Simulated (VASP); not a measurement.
# Si2C3 (P-6m2) in VASP: a series of runs, part 2 of 2

VASP 6.6.1. The steps go on from the part before.

**3. Single point, PBE**

This run uses another cell than the first one, of 15.00 Å³/atom, 1.157 times its volume.

Contents of INCAR:

```
PREC = Accurate ; ENCUT = 520
EDIFF = 1E-7 ; ISMEAR = 0
SIGMA = 0.1 ; LREAL = False
LASPH = True ; NELM = 100
ALGO = Normal ; ISIF = 2
LWAVE = False ; LCHARG = False
GGA = PE ; NBANDS = 18
```

Contents of KPOINTS:

```
Automatic mesh
0
Gamma
  6 6 4
```

Contents of POSCAR:

```
Si2C3
1.0
    3.0813785328      0.0000000000      0.0000000000
   -1.5406892664      2.6685520881      0.0000000000
    0.0000000000      0.0000000000      9.1186583950
Si C
2 3
Direct
    0.6666666667      0.3333333333      0.5000000000
    0.3333333333      0.6666666667      0.0000000000
    0.0000000000      0.0000000000      0.5846837249
    0.0000000000      0.0000000000      0.4153162751
    0.6666666667      0.3333333333      0.0000000000
```

Potentials or basis: VASP PAW PBE potentials, release 64 (Si, C).

Run with:

```
$ cat potpaw_PBE.64/Si/POTCAR potpaw_PBE.64/C/POTCAR > POTCAR
$ mpirun -np 1 vasp_std > vasp.out
```

OUTCAR:

```text
PREC = Accurate
   ENCUT = 520
   EDIFF = 1E-7
   ISMEAR = 0
   LREAL = False
   LASPH = True
   NELM = 100
   ISIF = 2
   GGA = PE

 ion  position               nearest neighbor table
   1  0.667  0.333  0.500-   3 1.94   4 1.94   3 1.94   4 1.94   3 1.94   4 1.94
   2  0.333  0.667  0.000-   5 1.78   5 1.78   5 1.78
   3  0.000  0.000  0.585-   4 1.54   1 1.94   1 1.94   1 1.94
   4  0.000  0.000  0.415-   3 1.54   1 1.94   1 1.94   1 1.94
   5  0.667  0.333  0.000-   2 1.78   2 1.78   2 1.78

  LATTYP: Found a hexagonal cell.
 ALAT       =     3.0813785328
 C/A-ratio  =     2.9592788740

  Lattice vectors:

 A1 = (   3.0813785328,   0.0000000000,   0.0000000000)
 A2 = (  -1.5406892664,   2.6685520881,   0.0000000000)
 A3 = (   0.0000000000,   0.0000000000,   9.1186583950)

Analysis of symmetry for initial positions (statically):
=====================================================================
 Subroutine PRICEL returns:
 Original cell was already a primitive cell.

 Routine SETGRP: Setting up the symmetry group for a
 hexagonal supercell.

 Subroutine GETGRP returns: Found 12 space group operations
 (whereof 12 operations were pure point group operations)
 out of a pool of 24 trial point group operations.

The static configuration has the point symmetry D_3h.

Analysis of symmetry for dynamics (positions and initial velocities):
=====================================================================
 Subroutine PRICEL returns:
 Original cell was already a primitive cell.

 Routine SETGRP: Setting up the symmetry group for a
 hexagonal supercell.

 Subroutine GETGRP returns: Found 12 space group operations
 (whereof 12 operations were pure point group operations)
 out of a pool of 24 trial point group operations.

The dynamic configuration has the point symmetry D_3h.

 Subroutine INISYM returns: Found 12 space group operations
 (whereof 12 operations are pure point group operations),
 and found     1 'primitive' translations

[... 117 lines left out ...]
  volume/ion in A,a.u.               =      15.00       101.20
  Fermi-wavevector in a.u.,A,eV,Ry     =   1.053823  1.991436 15.109849  1.110543
  Thomas-Fermi vector in A             =   2.188959
   LORBIT       =      0    0 simple, 1 ext, 2 COOP (PROOUT), +10 PAW based schemes
   GGA     = PE    functional components
   LHFCALC =     F    Hartree Fock is set to
   AEXX    =    0.0000 exact exchange contribution
   IVDW    =     0    specifies the selected vdW correction
   LEPSILON=     F    determine dielectric tensor
   LRPA    =     F    only Hartree local field effects (RPA)
 non-spin polarized calculation
 Gauss-broadening in eV      SIGMA  =   0.10
  energy-cutoff  :      520.00
  volume of cell :       74.98
 maximum number of plane-waves:      2048
 NGX is ok and might be reduce to    24
   NGX = 11   NGY = 11   NGZ = 33

 number of electron      19.9999998 magnetization

 Free energy of the ion-electron system (eV)
  ---------------------------------------------------
  ext. energy  EPLUGINS =         0.00000000
  ---------------------------------------------------
  free energy    TOTEN  =       -33.15569012 eV

  energy without entropy =      -33.13384357  energy(sigma->0) =      -33.14476685

 E-fermi :   3.4929     XC(G=0):  -8.9346

 val. band max:        3.4926757822   @ k =   0.3333   0.1667   0.5000
 cond. band min:       3.4966156355   @ k =   0.3333   0.3333   0.5000
 fundamental gap:      0.0039398533
 Fermi energy:         3.4929180224

 k-point     1 :       0.0000    0.0000    0.0000
  band No.  band energies     occupation
      1     -15.0072      2.00000
      2     -10.2514      2.00000
      3      -5.7707      2.00000
      4      -0.8151      2.00000
      5      -0.8151      2.00000
      6      -0.4249      2.00000
[... 418 lines left out ...]
      5      -3.7577      2.00000
      6      -2.7531      2.00000
[... 10 lines left out ...]
     17      11.7264      0.00000
     18      12.9014      0.00000

------------------------ aborting loop because EDIFF is reached ----------------------------------------

  FORCE on cell =-STRESS in cart. coord.  units (eV):
  Direction    XX          YY          ZZ          XY          YZ          ZX
  --------------------------------------------------------------------------------------
  -------------------------------------------------------------------------------------
  Total       -0.0132971     -0.0132971      0.1429075      0.0000000      0.0000000      0.0000000
  in kB       -0.2841288     -0.2841288      3.0536129      0.0000000      0.0000000      0.0000000
  external PRESSURE =       0.8284518 kB  Pullay stress =       0.0000000 kB

 VOLUME and BASIS-vectors are now :
 -----------------------------------------------------------------------------
  energy-cutoff  :      520.00
  volume of cell :       74.98
      direct lattice vectors                 reciprocal lattice vectors
     3.081378533  0.000000000  0.000000000     0.324530073  0.187367525  0.000000000
    -1.540689266  2.668552088  0.000000000     0.000000000  0.374735050  0.000000000
     0.000000000  0.000000000  9.118658395     0.000000000  0.000000000  0.109665255

 POSITION                                       TOTAL-FORCE (eV/Angst)
 -----------------------------------------------------------------------------------
      1.54069      0.88952      4.55933         0.000000     -0.000000      0.000000
     -0.00000      1.77903      0.00000        -0.000000      0.000000      0.000000
      0.00000      0.00000      5.33153        -0.000000      0.000000      0.071504
      0.00000      0.00000      3.78713        -0.000000      0.000000     -0.071504
      1.54069      0.88952      0.00000         0.000000     -0.000000      0.000000
 -----------------------------------------------------------------------------------
    total drift:                                0.000000     -0.000000      0.000000

  FREE ENERGIE OF THE ION-ELECTRON SYSTEM (eV)
  ---------------------------------------------------
  free  energy   TOTEN  =       -33.1556901228 eV

  energy  without entropy=      -33.1338435741  energy(sigma->0) =      -33.14476685
```

OSZICAR:

```text
N       E                     dE             d eps       ncg     rms          rms(c)
DAV:   1     0.578169888710E+02    0.57817E+02   -0.88699E+03   756   0.954E+02
DAV:   2    -0.318858077436E+02   -0.89703E+02   -0.86334E+02   972   0.181E+02
DAV:   3    -0.372759627561E+02   -0.53902E+01   -0.52509E+01   978   0.430E+01
DAV:   4    -0.373643749435E+02   -0.88412E-01   -0.88280E-01  1078   0.626E+00
DAV:   5    -0.373661911002E+02   -0.18162E-02   -0.18156E-02  1024   0.845E-01    0.128E+01
DAV:   6    -0.333052545276E+02    0.40609E+01   -0.10296E+01   910   0.152E+01    0.586E+00
DAV:   7    -0.331880560997E+02    0.11720E+00   -0.12785E+00  1014   0.591E+00    0.258E+00
DAV:   8    -0.331634381354E+02    0.24618E-01   -0.48264E-02  1060   0.130E+00    0.125E+00
DAV:   9    -0.331569493094E+02    0.64888E-02   -0.44846E-02  1028   0.993E-01    0.433E-01
DAV:  10    -0.331560764705E+02    0.87284E-03   -0.90350E-03  1068   0.469E-01    0.228E-01
DAV:  11    -0.331561515648E+02   -0.75094E-04   -0.18179E-03  1066   0.258E-01    0.163E-01
DAV:  12    -0.331557048937E+02    0.44667E-03   -0.34025E-04  1010   0.119E-01    0.496E-02
DAV:  13    -0.331556966580E+02    0.82357E-05   -0.89660E-05  1134   0.671E-02    0.229E-02
DAV:  14    -0.331556897209E+02    0.69371E-05   -0.25165E-05   962   0.283E-02    0.386E-03
DAV:  15    -0.331556899483E+02   -0.22742E-06   -0.14331E-06  1006   0.694E-03    0.162E-03
DAV:  16    -0.331556900967E+02   -0.14839E-06   -0.18095E-07   764   0.267E-03    0.398E-04
DAV:  17    -0.331556901228E+02   -0.26102E-07   -0.14668E-08   556   0.838E-04
   1 F= -.33155690E+02 E0= -.33144767E+02  d E =-.218465E-01
```

stdout:

```text
POSCAR found type information on POSCAR SiC
 POSCAR found :  2 types and       5 ions
 scaLAPACK will be used
 LDA part: xc-table for (Slater+PW92), standard interpolation
 POSCAR, INCAR and KPOINTS ok, starting setup
 FFT: planning ... GRIDC
 FFT: planning ... GRID_SOFT
 FFT: planning ... GRID
 WAVECAR not read
 entering main loop
```

It took 15 s on 1 thread of Intel Xeon 6975P-C (Granite Rapids), shared host; peak memory 0.19 GiB.

Results:

```yaml
Free_energy: -33.1557 eV
Pressure: 0.1 GPa
Largest_force: 0.072 eV/Å
Band_gap_on_the_k_mesh: zero (band 10 reaches 5.76 eV, above the bottom of band 11 at 3.49 eV)
```

Forces on the atoms (eV/Å):
```
Si   0.000  0.000  0.000
Si   0.000  0.000  0.000
C    0.000  0.000  0.072
C    0.000  0.000 -0.072
C    0.000  0.000  0.000
```

Stress tensor (GPa, compression positive):
```
-0.03  0.00  0.00
 0.00 -0.03  0.00
 0.00  0.00  0.31
```

Caveat: the k points lie up to 0.39 Å⁻¹ apart.

**4. Single point, PBE, collinear spin, ferromagnetic start**

This run uses another cell than the first one, of 15.00 Å³/atom, 1.157 times its volume.

Contents of INCAR:

```
SYSTEM = Si2C3
ALGO = Normal
EDIFF = 1E-6
ENCUT = 520
GGA = PE
ISIF = 2
ISMEAR = 0
ISPIN = 2
LASPH = .True.
LCHARG = .False.
LORBIT = 11
LREAL = .False.
LWAVE = .False.
MAGMOM = 0 0 1 1 1
NBANDS = 22
NELM = 150
PREC = Accurate
SIGMA = 0.1
```

Contents of KPOINTS:

```
k-points
0
Gamma
  6 6 2
  0 0 0
```

POSCAR is that of step 3.

Potentials or basis: VASP PAW PBE potentials, release 64 (Si, C).

Run with:

```
$ cat potpaw_PBE.64/Si/POTCAR potpaw_PBE.64/C/POTCAR > POTCAR
$ mpirun -np 1 vasp_std > vasp.out
```

OUTCAR:

```text
SYSTEM = Si2C3
   EDIFF = 1E-6
   ENCUT = 520
   GGA = PE
   ISIF = 2
   ISMEAR = 0
   ISPIN = 2
   LASPH = .True.
   LORBIT = 11
   LREAL = .False.
   NELM = 150
   PREC = Accurate

 ion  position               nearest neighbor table
   1  0.667  0.333  0.500-   3 1.94   4 1.94   3 1.94   4 1.94   3 1.94   4 1.94
   2  0.333  0.667  0.000-   5 1.78   5 1.78   5 1.78
   3  0.000  0.000  0.585-   4 1.54   1 1.94   1 1.94   1 1.94
   4  0.000  0.000  0.415-   3 1.54   1 1.94   1 1.94   1 1.94
   5  0.667  0.333  0.000-   2 1.78   2 1.78   2 1.78

  LATTYP: Found a hexagonal cell.
 ALAT       =     3.0813785328
 C/A-ratio  =     2.9592788740

  Lattice vectors:

 A1 = (   3.0813785328,   0.0000000000,   0.0000000000)
 A2 = (  -1.5406892664,   2.6685520881,   0.0000000000)
 A3 = (   0.0000000000,   0.0000000000,   9.1186583950)

Analysis of symmetry for initial positions (statically):
=====================================================================
 Subroutine PRICEL returns:
 Original cell was already a primitive cell.

 Routine SETGRP: Setting up the symmetry group for a
 hexagonal supercell.

 Subroutine GETGRP returns: Found 12 space group operations
 (whereof 12 operations were pure point group operations)
 out of a pool of 24 trial point group operations.

The static configuration has the point symmetry D_3h.

Analysis of symmetry for dynamics (positions and initial velocities):
=====================================================================
 Subroutine PRICEL returns:
 Original cell was already a primitive cell.

 Routine SETGRP: Setting up the symmetry group for a
 hexagonal supercell.

 Subroutine GETGRP returns: Found 12 space group operations
 (whereof 12 operations were pure point group operations)
 out of a pool of 24 trial point group operations.

The dynamic configuration has the point symmetry D_3h.

Analysis of structural, dynamic, and magnetic symmetry:
=====================================================================
 Subroutine PRICEL returns:
 Original cell was already a primitive cell.

 Routine SETGRP: Setting up the symmetry group for a
 hexagonal supercell.

 Subroutine GETGRP returns: Found 12 space group operations
 (whereof 12 operations were pure point group operations)
 out of a pool of 24 trial point group operations.

The overall configuration has the point symmetry D_3h.

 Subroutine INISYM returns: Found 12 space group operations
 (whereof 12 operations are pure point group operations),
 and found     1 'primitive' translations

----------------------------------------------------------------------------------------

                                     Primitive cell

  volume of cell :      74.9811

  direct lattice vectors                    reciprocal lattice vectors
     3.081378533  0.000000000  0.000000000     0.324530073  0.187367525  0.000000000
    -1.540689266  2.668552088  0.000000000     0.000000000  0.374735050  0.000000000
     0.000000000  0.000000000  9.118658395     0.000000000  0.000000000  0.109665255

  length of vectors
     3.081378533  3.081378533  9.118658395     0.374735050  0.374735050  0.109665255

  position of ions in fractional coordinates (direct lattice)
[... 74 lines left out ...]
   EDIFF  = 0.1E-05   stopping-criterion for ELM
   LREAL  =      F    real-space projection
   EDIFFG = 0.1E-04   stopping-criterion for IOM
   NSW    =      0    number of steps for IOM
   IBRION =     -1    ionic relax: 0-MD 1-quasi-New 2-CG
   NFREE  =      0    steps in history (QN), initial steepest desc. (CG)
   ISIF   =      2    stress and relaxation
   ISYM   =      2    0-nonsym 1-usesym 2-fastsym
   POTIM  = 0.5000    time-step for ionic-motion
   TEBEG  =    0.0;   TEEND  =   0.0 temperature during run
   PSTRESS=    0.0 pullay stress
   NELECT =      20.0000    total number of electrons
   NUPDOWN=      -1.0000    fix difference up-down
   EMIN   =  10.00;   EMAX   =-10.00  energy-range for DOS
   EFERMI =   0.00;   METHOD = LEGACY
   ISMEAR =     0;   SIGMA  =   0.10  broadening in eV -4-tet -1-fermi 0-gaus
   EFERMI_NEDOS =   21; number of points for ismear=-14 and -15
   IALGO  =     38    algorithm
   IMIX   =      4    mixing-type and parameters
     AMIX     =   0.40;   BMIX     =  1.00
     AMIX_MAG =   1.60;   BMIX_MAG =  1.00
  volume/ion in A,a.u.               =      15.00       101.20
  Fermi-wavevector in a.u.,A,eV,Ry     =   1.053823  1.991436 15.109849  1.110543
  Thomas-Fermi vector in A             =   2.188959
   LORBIT       =     11    0 simple, 1 ext, 2 COOP (PROOUT), +10 PAW based schemes
   GGA     = PE    functional components
   LHFCALC =     F    Hartree Fock is set to
   AEXX    =    0.0000 exact exchange contribution
   IVDW    =     0    specifies the selected vdW correction
   LEPSILON=     F    determine dielectric tensor
   LRPA    =     F    only Hartree local field effects (RPA)
 spin polarized calculation
 Gauss-broadening in eV      SIGMA  =   0.10
  energy-cutoff  :      520.00
  volume of cell :       74.98
 maximum number of plane-waves:      2048
 NGX is ok and might be reduce to    24
   NGX = 11   NGY = 11   NGZ = 33

 number of electron      19.9999998 magnetization       0.3083287

 Free energy of the ion-electron system (eV)
  ---------------------------------------------------
  ext. energy  EPLUGINS =         0.00000000
  ---------------------------------------------------
  free energy    TOTEN  =       -33.15972875 eV

  energy without entropy =      -33.15244972  energy(sigma->0) =      -33.15608924

 E-fermi :   3.4986     XC(G=0):  -8.9343

 val. band max:        3.4974800591   @ k =   0.3333   0.3333   0.5000
 cond. band min:       3.5056090008   @ k =   0.3333   0.3333   0.5000
 fundamental gap:      0.0081289417
 Fermi energy:         3.4985949351

 spin component 1

 k-point     1 :       0.0000    0.0000    0.0000
  band No.  band energies     occupation
      1     -15.0639      1.00000
      2     -10.2474      1.00000
      3      -5.8693      1.00000
      4      -0.9092      1.00000
      5      -0.9092      1.00000
      6      -0.4662      1.00000
[... 339 lines left out ...]
     21      14.0465      0.00000
     22      14.2562      0.00000
 Fermi energy:         3.4985949351

 spin component 2

 k-point     1 :       0.0000    0.0000    0.0000
  band No.  band energies     occupation
      1     -14.9569      1.00000
      2     -10.2451      1.00000
      3      -5.6767      1.00000
      4      -0.7263      1.00000
      5      -0.7263      1.00000
      6      -0.3889      1.00000
[... 339 lines left out ...]
     21      14.1515      0.00000
     22      14.3437      0.00000

------------------------ aborting loop because EDIFF is reached ----------------------------------------

  FORCE on cell =-STRESS in cart. coord.  units (eV):
  Direction    XX          YY          ZZ          XY          YZ          ZX
  --------------------------------------------------------------------------------------
  -------------------------------------------------------------------------------------
  Total       -0.0139997     -0.0139997      0.1461615      0.0000000     -0.0000000      0.0000000
  in kB       -0.2991420     -0.2991420      3.1231434      0.0000000     -0.0000000      0.0000000
  external PRESSURE =       0.8416198 kB  Pullay stress =       0.0000000 kB

 VOLUME and BASIS-vectors are now :
 -----------------------------------------------------------------------------
  energy-cutoff  :      520.00
  volume of cell :       74.98
      direct lattice vectors                 reciprocal lattice vectors
     3.081378533  0.000000000  0.000000000     0.324530073  0.187367525  0.000000000
    -1.540689266  2.668552088  0.000000000     0.000000000  0.374735050  0.000000000
     0.000000000  0.000000000  9.118658395     0.000000000  0.000000000  0.109665255

 POSITION                                       TOTAL-FORCE (eV/Angst)
 -----------------------------------------------------------------------------------
      1.54069      0.88952      4.55933         0.000000      0.000000      0.000000
     -0.00000      1.77903      0.00000        -0.000000      0.000000      0.000000
      0.00000      0.00000      5.33153         0.000000     -0.000000      0.068335
      0.00000      0.00000      3.78713         0.000000      0.000000     -0.068335
      1.54069      0.88952      0.00000         0.000000      0.000000      0.000000
 -----------------------------------------------------------------------------------
    total drift:                                0.000000     -0.000000      0.000000

  FREE ENERGIE OF THE ION-ELECTRON SYSTEM (eV)
  ---------------------------------------------------
  free  energy   TOTEN  =       -33.1597287498 eV

  energy  without entropy=      -33.1524497241  energy(sigma->0) =      -33.15608924

 total charge

# of ion       s       p       d       tot
------------------------------------------
    1        0.641   0.954   0.000   1.594
    2        0.739   0.987   0.000   1.727
    3        0.906   1.505   0.000   2.411
    4        0.906   1.505   0.000   2.411
    5        0.852   1.697   0.000   2.549
--------------------------------------------------
tot          4.043   6.649   0.000  10.692

 magnetization (x)

# of ion       s       p       d       tot
------------------------------------------
    1       -0.003  -0.001   0.000  -0.004
    2       -0.000  -0.000   0.000  -0.000
    3        0.003   0.071   0.000   0.075
    4        0.003   0.071   0.000   0.075
    5        0.000   0.002   0.000   0.002
--------------------------------------------------
tot          0.004   0.143   0.000   0.146
```

Wall time 26 s (1 thread of Intel Xeon 6975P-C (Granite Rapids), shared host); peak memory 0.22 GiB.

What came out:

* Free energy: -33.1597 eV
* Pressure: 0.1 GPa
* Largest force: 0.068 eV/Å
* Net moment: 0.31 μB per cell
* Site moments: Si -0.00; C +0.07, +0.00 μB
* Valence electrons inside the program's atomic spheres: Si 1.59, 1.73; C 2.41, 2.55

Forces in eV/Å, atoms in the order of the input:
```
Si   0.000  0.000  0.000
Si   0.000  0.000  0.000
C    0.000  0.000  0.068
C    0.000  0.000 -0.068
C    0.000  0.000  0.000
```

Stress tensor (GPa, compression positive):
```
-0.03  0.00  0.00
 0.00 -0.03  0.00
 0.00  0.00  0.31
```

Caveat: the k points lie up to 0.39 Å⁻¹ apart.

**5. Overview**

| spin | cell | k mesh | gap on the mesh (eV) | pressure (GPa) | largest force (eV/Å) |
| --- | --- | --- | --- | --- | --- |
| off | a = 3.936, b = 3.936, c = 4.833 Å, angles 90.0, 90.0, 120.0°, 5 atoms | 6 × 6 × 4 | none | -24.2 | 1.25 |
| off | a = 3.081, b = 3.081, c = 9.119 Å, angles 90.0, 90.0, 120.0°, 5 atoms | 6 × 6 × 4 | none | 0.1 | 0.07 |
| collinear, ferromagnetic start | a = 3.081, b = 3.081, c = 9.119 Å, angles 90.0, 90.0, 120.0°, 5 atoms | 6 × 6 × 2 | none | 0.1 | 0.07 |

Alike in all rows: task single point; level PBE; potentials or basis VASP PAW PBE potentials, release 64 (Si, C); cutoff (eV) 520; smearing gaussian 0.1 eV.

Caveats: some runs use coarse meshes; forces of over 1 eV/Å act on the atoms, so gaps and moduli don't describe the material at rest (some runs).

Absolute energies hang on the potentials; compare differences alone.
